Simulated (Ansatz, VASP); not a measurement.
# NaF in VASP and in Ansatz

The input POSCAR:

```
NaF
1.0
    2.7993873940      0.0000000000      0.0000000000
    0.0000000000      2.7993873940      0.0000000000
    0.0000000000      0.0000000000      2.7993873940
Na F
1 1
Direct
    0.0000000000      0.0000000000      0.0000000000
    0.5000000000      0.5000000000      0.5000000000
```

The input INCAR.step1:

```
  ALGO = Normal
  EDIFF = 1E-5
  EDIFFG = -0.005
  ENCUT = 1250
  GGA = PE
  GGA_COMPAT = F
  IBRION = 2
  ISIF = 3
  ISMEAR = 0
  LASPH = T
  LCHARG = F
  LREAL = F
  LWAVE = T
  NELM = 120
  NELMIN = 4
  NSW = 100
  PREC = Accurate
  SIGMA = 0.02
```

Contents of INCAR.step2:

```
  ALGO = Normal
  EDIFF = 1E-7
  EDIFFG = -0.01
  ENCUT = 1250
  GGA_COMPAT = F
  IBRION = 2
  ISIF = 3
  ISMEAR = 0
  ISTART = 1
  LASPH = T
  LCHARG = F
  LMIXTAU = T
  LREAL = F
  LWAVE = F
  METAGGA = R2SCAN
  NELM = 120
  NELMIN = 4
  NSW = 80
  PREC = Accurate
  SIGMA = 0.02
```

File KPOINTS:

```
k-points
0
Gamma
  8 8 8
```

Input for Ansatz:

```yaml
crystal:
  lattice:
    - [2.799387394, 0.0, 0.0]
    - [0.0, 2.799387394, 0.0]
    - [0.0, 0.0, 2.799387394]
  atoms:
    - { symbol: Na, position: [0.0, 0.0, 0.0] }
    - { symbol: F, position: [0.5, 0.5, 0.5] }
basis:
  ecutwfc: 500
kpoints:
  mp_grid: { grid: [8, 8, 8] }
hamiltonian:
  xc: r2scan
scf:
  occupations: { method: gaussian, width: 0.02 }
output:
  forces: true
  stress: true
  eigenvalues: true
relax:
  adjacent_minimum: "off"
  f_tol: 0.01
  max_steps: 60
  cell: { stress_tol: 0.1 }
```

Alike in both runs: task relaxation of cell and atoms; functional r2SCAN; k mesh 8 × 8 × 8; occupations gaussian, width 0.02 eV; no spin polarisation.

```csv
,VASP,Ansatz
version,VASP 6.6.1,Ansatz 0.2.0
potentials or method,"VASP PAW PBE potentials, release 64 (Na_sv, F), cutoff 1250 eV","scalar-relativistic, plane waves, PAW"
valence electrons in the cell,16,16
```

```tsv
	VASP	Ansatz	Ansatz less VASP
gap on the k mesh at the Fermi level, each at its own relaxed structure (eV)	7.06	7.06	0.000
relaxed volume (Å³/atom)	10.89	10.90	+0.005
relaxed length of the cell vector where the two differ most in proportion (Å)	2.793	2.793	+0.0004
```

VASP's potentials were made for PBE, not for r2SCAN.
